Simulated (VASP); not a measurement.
# Ca (Fm-3m) in VASP: notebook

Runs on Ca. Level: r2SCAN. Tasks: single point.

Program: VASP 6.6.1. These are calculated values, not measurements. Logs are shortened: lines on timing, memory, paths and dates and some standing lists are left out, and cuts for length are marked.

## (1) The cell of the first run

It takes space group Fm-3m (No. 225, cubic). The conventional cell has a = 5.601 Å, b = 5.601 Å, c = 5.601 Å, α = 90.00°, β = 90.00°, γ = 90.00°. Within 5.2 Å of Ca (site symmetry m-3m) lie 12 Ca at 3.96 Å.

## (2) Single point, r2SCAN

File POSCAR:

```
Ca
1.0
    0.0000000000      2.8005000000      2.8005000000
    2.8005000000      0.0000000000      2.8005000000
    2.8005000000      2.8005000000      0.0000000000
Ca
1
Direct
    0.0000000000      0.0000000000      0.0000000000
```

File INCAR.step1:

```
SYSTEM = Ca
PREC     = Accurate       ! precision mode
ENCUT    = 520            ! plane-wave cutoff, eV
ISMEAR   = 0              ! smearing method
SIGMA    = 0.1            ! smearing width, eV
LREAL    = .False.        ! projectors in reciprocal space
LASPH    = .True.         ! aspherical terms in the spheres
NELM     = 100            ! most SCF steps
NBANDS   = 11             ! bands
GGA      = PE             ! functional
ALGO     = Normal         ! electronic algorithm
EDIFF    = 1E-4           ! SCF threshold, eV
LWAVE    = .True.         ! write WAVECAR
LCHARG   = .False.        ! write CHGCAR
```

File INCAR.step2:

```
SYSTEM = Ca
PREC     = Accurate       ! precision mode
ENCUT    = 520            ! plane-wave cutoff, eV
EDIFF    = 1E-6           ! SCF threshold, eV
ISMEAR   = 0              ! smearing method
SIGMA    = 0.1            ! smearing width, eV
LREAL    = .False.        ! projectors in reciprocal space
LASPH    = .True.         ! aspherical terms in the spheres
NELM     = 100            ! most SCF steps
ALGO     = Normal         ! electronic algorithm
ISIF     = 2              ! what is computed and relaxed
LWAVE    = .False.        ! write WAVECAR
LCHARG   = .True.         ! write CHGCAR
METAGGA  = R2SCAN         ! meta-GGA
LMIXTAU  = .True.       
LELF     = .True.         ! ELF
LVHAR    = .True.       
NBANDS   = 11             ! bands
ISTART   = 1
```

File KPOINTS:

```
regular mesh
0
Gamma
  6 6 6
  0 0 0
```

Potentials or basis: VASP PAW PBE potentials, release 64 (Ca_sv).

Launch:

```bash
> cat potpaw_PBE.64/Ca_sv/POTCAR > POTCAR
> cp INCAR.step1 INCAR
> mpirun -np 1 vasp_std > vasp.out
> cp INCAR.step2 INCAR
> mpirun -np 1 vasp_std > vasp.out
```

OUTCAR:

```text
SYSTEM = Ca
   PREC = Accurate
   ENCUT = 520
   EDIFF = 1E-6
   ISMEAR = 0
   LREAL = .False.
   LASPH = .True.
   NELM = 100
   ISIF = 2
   METAGGA = R2SCAN
   ISTART = 1

 ion  position               nearest neighbor table
   1  0.000  0.000  0.000-

  LATTYP: Found a face centered cubic cell.
 ALAT       =     5.6010000000

  Lattice vectors:

 A1 = (   0.0000000000,   2.8005000000,   2.8005000000)
 A2 = (   2.8005000000,   0.0000000000,   2.8005000000)
 A3 = (   2.8005000000,   2.8005000000,   0.0000000000)

Analysis of symmetry for initial positions (statically):
[... 5 lines left out ...]
 face centered cubic supercell.

 Subroutine GETGRP returns: Found 48 space group operations
 (whereof 48 operations were pure point group operations)
 out of a pool of 48 trial point group operations.

The static configuration has the point symmetry O_h .

Analysis of symmetry for dynamics (positions and initial velocities):
[... 5 lines left out ...]
 face centered cubic supercell.

 Subroutine GETGRP returns: Found 48 space group operations
 (whereof 48 operations were pure point group operations)
 out of a pool of 48 trial point group operations.

The dynamic configuration has the point symmetry O_h .

 Subroutine INISYM returns: Found 48 space group operations
 (whereof 48 operations are pure point group operations),
 and found     1 'primitive' translations

----------------------------------------------------------------------------------------

                                     Primitive cell

  volume of cell :      43.9275

  direct lattice vectors                    reciprocal lattice vectors
     0.000000000  2.800500000  2.800500000    -0.178539547  0.178539547  0.178539547
     2.800500000  0.000000000  2.800500000     0.178539547 -0.178539547  0.178539547
     2.800500000  2.800500000  0.000000000     0.178539547  0.178539547 -0.178539547

  length of vectors
     3.960505081  3.960505081  3.960505081     0.309239566  0.309239566  0.309239566

  position of ions in fractional coordinates (direct lattice)
     0.000000000  0.000000000  0.000000000

  ion indices of the primitive-cell ions
   primitive index   ion index
                 1           1

----------------------------------------------------------------------------------------

 KPOINTS: regular mesh

Automatic generation of k-mesh.
 Grid dimensions read from file:
 generate k-points for:    6    6    6

 Generating k-lattice:

  Cartesian coordinates                     Fractional coordinates (reciprocal lattice)
    -0.029756591  0.029756591  0.029756591     0.166666667  0.000000000  0.000000000
     0.029756591 -0.029756591  0.029756591     0.000000000  0.166666667  0.000000000
     0.029756591  0.029756591 -0.029756591     0.000000000  0.000000000  0.166666667

  Length of vectors
     0.051539928  0.051539928  0.051539928

  Shift w.r.t. Gamma in fractional coordinates (k-lattice)
     0.000000000  0.000000000  0.000000000

 Subroutine IBZKPT returns following result:
 ===========================================

 Found     16 irreducible k-points:

 Following reciprocal coordinates:
            Coordinates               Weight
  0.000000  0.000000  0.000000      1.000000
  0.166667  0.000000  0.000000      8.000000
  0.333333  0.000000  0.000000      8.000000
  0.500000  0.000000  0.000000      4.000000
  0.166667  0.166667  0.000000      6.000000
  0.333333  0.166667  0.000000     24.000000
[... 8 lines left out ...]
 -0.333333  0.333333  0.166667     24.000000
 -0.333333  0.500000  0.166667     12.000000
   k-points           NKPTS =     16   k-points in BZ     NKDIM =     16   number of bands    NBANDS=     11
   number of dos      NEDOS =    301   number of ions     NIONS =      1
   total plane-waves  NPLWV =  27000
   dimension x,y,z NGX =    30 NGY =   30 NGZ =   30
   dimension x,y,z NGXF=    60 NGYF=   60 NGZF=   60
   ions per type =               1
   NGX,Y,Z   is equivalent  to a cutoff of  12.59, 12.59, 12.59 a.u.
   NGXF,Y,Z  is equivalent  to a cutoff of  25.19, 25.19, 25.19 a.u.
 SYSTEM =  Ca
   PREC   = accura    normal or accurate (medium, high low for compatibility)
   ISTART =      1    job   : 0-new  1-cont  2-samecut
   ICHARG =      0    charge: 1-file 2-atom 10-const
   ISPIN  =      1    spin polarized calculation?
   LNONCOLLINEAR =      F non collinear calculations
   LSORBIT =      F    spin-orbit coupling
   LASPH  =      T    aspherical Exc in radial PAW
   ENCUT  =  520.0 eV  38.22 Ry    6.18 a.u.   7.36  7.36  7.36*2*pi/ulx,y,z
   NELM   =    100;   NELMIN=  2; NELMDL=  0     # of ELM steps
   EDIFF  = 0.1E-05   stopping-criterion for ELM
   LREAL  =      F    real-space projection
   EDIFFG = 0.1E-04   stopping-criterion for IOM
   NSW    =      0    number of steps for IOM
   IBRION =     -1    ionic relax: 0-MD 1-quasi-New 2-CG
   NFREE  =      0    steps in history (QN), initial steepest desc. (CG)
   ISIF   =      2    stress and relaxation
   ISYM   =      2    0-nonsym 1-usesym 2-fastsym
   POTIM  = 0.5000    time-step for ionic-motion
   TEBEG  =    0.0;   TEEND  =   0.0 temperature during run
   PSTRESS=    0.0 pullay stress
   NELECT =      10.0000    total number of electrons
   NUPDOWN=      -1.0000    fix difference up-down
   EMIN   =  10.00;   EMAX   =-10.00  energy-range for DOS
   EFERMI =   0.00;   METHOD = LEGACY
   ISMEAR =     0;   SIGMA  =   0.10  broadening in eV -4-tet -1-fermi 0-gaus
   EFERMI_NEDOS =   21; number of points for ismear=-14 and -15
   IALGO  =     38    algorithm
   IMIX   =      4    mixing-type and parameters
     AMIX     =   0.40;   BMIX     =  1.00
     AMIX_MAG =   1.60;   BMIX_MAG =  1.00
  volume/ion in A,a.u.               =      43.93       296.44
  Fermi-wavevector in a.u.,A,eV,Ry     =   0.999607  1.888983 13.595132  0.999214
  Thomas-Fermi vector in A             =   2.131908
   LORBIT       =      0    0 simple, 1 ext, 2 COOP (PROOUT), +10 PAW based schemes
   METAGGA = R2SCAN    functional components
   LHFCALC =     F    Hartree Fock is set to
   AEXX    =    0.0000 exact exchange contribution
   IVDW    =     0    specifies the selected vdW correction
   LEPSILON=     F    determine dielectric tensor
   LRPA    =     F    only Hartree local field effects (RPA)
 non-spin polarized calculation
 Gauss-broadening in eV      SIGMA  =   0.10
  energy-cutoff  :      520.00
  volume of cell :       43.93
 maximum number of plane-waves:      1243
 NGX is ok and might be reduce to    30
   NGX = 15   NGY = 15   NGZ = 15

 number of electron       9.9999997 magnetization

 Free energy of the ion-electron system (eV)
  ---------------------------------------------------
  ext. energy  EPLUGINS =         0.00000000
  ---------------------------------------------------
  free energy    TOTEN  =        -7.01146128 eV

  energy without entropy =       -6.99995598  energy(sigma->0) =       -7.00570863

 E-fermi :   1.9181     XC(G=0):  -8.0842

 val. band max:        1.9179261468   @ k =  -0.3333   0.5000   0.1667
 cond. band min:       2.0064015018   @ k =   0.5000   0.1667   0.0000
 fundamental gap:      0.0884753551
 Fermi energy:         1.9180865805

 k-point     1 :       0.0000    0.0000    0.0000
  band No.  band energies     occupation
      1     -42.0300      2.00000
      2     -22.0636      2.00000
      3     -22.0636      2.00000
      4     -22.0636      2.00000
      5      -2.3678      2.00000
      6       4.4967      0.00000
      7       4.4968      0.00000
      8       4.4968      0.00000
      9       5.5689      0.00000
     10       5.5689      0.00000
     11      11.2669      0.00000

 k-point     2 :       0.1667    0.0000    0.0000
  band No.  band energies     occupation
      1     -42.0270      2.00000
      2     -22.0955      2.00000
      3     -22.0679      2.00000
      4     -22.0679      2.00000
      5      -1.8887      2.00000
      6       3.9818      0.00000
      7       4.6277      0.00000
      8       4.6277      0.00000
      9       5.4750      0.00000
     10       5.4750      0.00000
     11      10.8416      0.00000

 k-point     3 :       0.3333    0.0000    0.0000
  band No.  band energies     occupation
      1     -42.0210      2.00000
      2     -22.1587      2.00000
      3     -22.0766      2.00000
      4     -22.0765      2.00000
      5      -0.5765      2.00000
      6       2.8445      0.00000
      7       4.5076      0.00000
      8       4.5077      0.00000
      9       5.8555      0.00000
     10       5.8555      0.00000
     11       8.4065      0.00000

 k-point     4 :       0.5000    0.0000    0.0000
  band No.  band energies     occupation
      1     -42.0180      2.00000
      2     -22.1900      2.00000
      3     -22.0809      2.00000
      4     -22.0808      2.00000
      5       0.9113      2.00000
      6       1.5363      2.00000
      7       4.3557      0.00000
      8       4.3557      0.00000
      9       6.2608      0.00000
     10       6.2608      0.00000
     11       7.3978      0.00000
[... 127 lines left out ...]
 k-point    14 :       0.5000    0.3333    0.1667
  band No.  band energies     occupation
      1     -42.0171      2.00000
      2     -22.1576      2.00000
      3     -22.1147      2.00000
      4     -22.0918      2.00000
      5       0.4638      2.00000
      6       2.8634      0.00000
      7       3.3877      0.00000
      8       5.0665      0.00000
      9       5.6580      0.00000
     10       6.5075      0.00000
     11       8.4034      0.00000

 k-point    15 :      -0.3333    0.3333    0.1667
  band No.  band energies     occupation
      1     -42.0151      2.00000
      2     -22.1615      2.00000
      3     -22.1299      2.00000
      4     -22.0989      2.00000
      5       1.8318      1.77741
      6       2.0136      0.17669
      7       3.1451      0.00000
      8       4.8793      0.00000
      9       6.0863      0.00000
     10       6.8838      0.00000
     11       7.0663      0.00000

 k-point    16 :      -0.3333    0.5000    0.1667
  band No.  band energies     occupation
      1     -42.0141      2.00000
      2     -22.1644      2.00000
      3     -22.1279      2.00000
      4     -22.1104      2.00000
      5       1.9179      1.00181
      6       2.5977      0.00000
      7       2.6395      0.00000
      8       5.0868      0.00000
      9       6.4484      0.00000
     10       6.8782      0.00000
     11       7.5124      0.00000

------------------------ aborting loop because EDIFF is reached ----------------------------------------

  FORCE on cell =-STRESS in cart. coord.  units (eV):
  Direction    XX          YY          ZZ          XY          YZ          ZX
  --------------------------------------------------------------------------------------
  -------------------------------------------------------------------------------------
  Total       -0.1018910     -0.1018910     -0.1018910     -0.0000000      0.0000000      0.0000000
  in kB       -3.7162925     -3.7162925     -3.7162925     -0.0000000      0.0000000      0.0000000
  external PRESSURE =      -3.7162925 kB  Pullay stress =       0.0000000 kB

 VOLUME and BASIS-vectors are now :
 -----------------------------------------------------------------------------
  energy-cutoff  :      520.00
  volume of cell :       43.93
      direct lattice vectors                 reciprocal lattice vectors
     0.000000000  2.800500000  2.800500000    -0.178539547  0.178539547  0.178539547
     2.800500000  0.000000000  2.800500000     0.178539547 -0.178539547  0.178539547
     2.800500000  2.800500000  0.000000000     0.178539547  0.178539547 -0.178539547

 POSITION                                       TOTAL-FORCE (eV/Angst)
 -----------------------------------------------------------------------------------
      0.00000      0.00000      0.00000        -0.000000      0.000000     -0.000000
 -----------------------------------------------------------------------------------
    total drift:                               -0.000000     -0.000000     -0.000000

  FREE ENERGIE OF THE ION-ELECTRON SYSTEM (eV)
  ---------------------------------------------------
  free  energy   TOTEN  =        -7.0114612779 eV

  energy  without entropy=       -6.9999559802  energy(sigma->0) =       -7.00570863
```

Run time: 28 s. Hardware: 1 thread of AMD EPYC 9R45 (Zen 5), shared host; peak memory 0.13 GiB.

Results:

```
Free energy            : -7.0115 eV
Pressure               : -0.4 GPa
Band gap on the k mesh : zero (band 5 reaches 1.92 eV, above the bottom of band 6 at 1.54 eV)
```

Caveat: the PAW data sets were made with another functional, which shifts forces and pressure a little.

## (3) Single point, r2SCAN

This run uses another cell than the first one, of 43.15 Å³/atom, 0.982 times its volume.

File POSCAR:

```
Ca
1.0
    0.0000000000      2.7838703971      2.7838703971
    2.7838703971      0.0000000000      2.7838703971
    2.7838703971      2.7838703971      0.0000000000
Ca
1
Direct
    0.0000000000      0.0000000000      0.0000000000
```

File INCAR.step1:

```
PREC = Accurate
ENCUT = 520
ISMEAR = 0
SIGMA = 0.1
LREAL = F
LASPH = T
NELM = 80
NBANDS = 11
GGA = PE
ALGO = Normal
EDIFF = 1E-4
LWAVE = T
LCHARG = F
```

File INCAR.step2:

```
PREC = Accurate
ENCUT = 520
EDIFF = 1E-6
ISMEAR = 0
SIGMA = 0.1
LREAL = F
LASPH = T
NELM = 80
ALGO = Normal
ISIF = 2
LWAVE = F
LCHARG = F
METAGGA = R2SCAN
LMIXTAU = T
NBANDS = 11
ISTART = 1
```

File KPOINTS:

```
Automatic mesh
0
Gamma
  18 18 18
```

Potentials or basis: VASP PAW PBE potentials, release 64 (Ca_sv).

Launch:

```bash
> cat potpaw_PBE.64/Ca_sv/POTCAR > POTCAR
> cp INCAR.step1 INCAR
> mpirun -np 1 vasp_std > vasp.out
> cp INCAR.step2 INCAR
> mpirun -np 1 vasp_std > vasp.out
```

Run time: 3.6 min. Hardware: 1 thread of AMD EPYC 9R45 (Zen 5), shared host; peak memory 0.2 GiB.

Results (log left out):

* Free energy: -7.0347 eV
* Pressure: 0.0 GPa
* Band gap on the k mesh: zero (band 5 reaches 2.15 eV, above the bottom of band 6 at 1.61 eV)

Levels at points of the mesh, in eV from the Fermi level:
```
           k point  band 3  band 4  band 5  band 6  band 7  band 8
(0.00, 0.00, 0.00)  -23.86  -23.86   -4.25    2.68    2.68    2.68
(0.50, 0.00, 0.00)  -23.88  -23.88   -0.94   -0.30    2.54    2.54
(0.50, 0.50, 0.00)  -23.91  -23.91   -0.38    0.77    0.90    4.47
```

Caveat: the PAW data sets were made with another functional, which shifts forces and pressure a little.

(Part 1 of 2 ends here.)
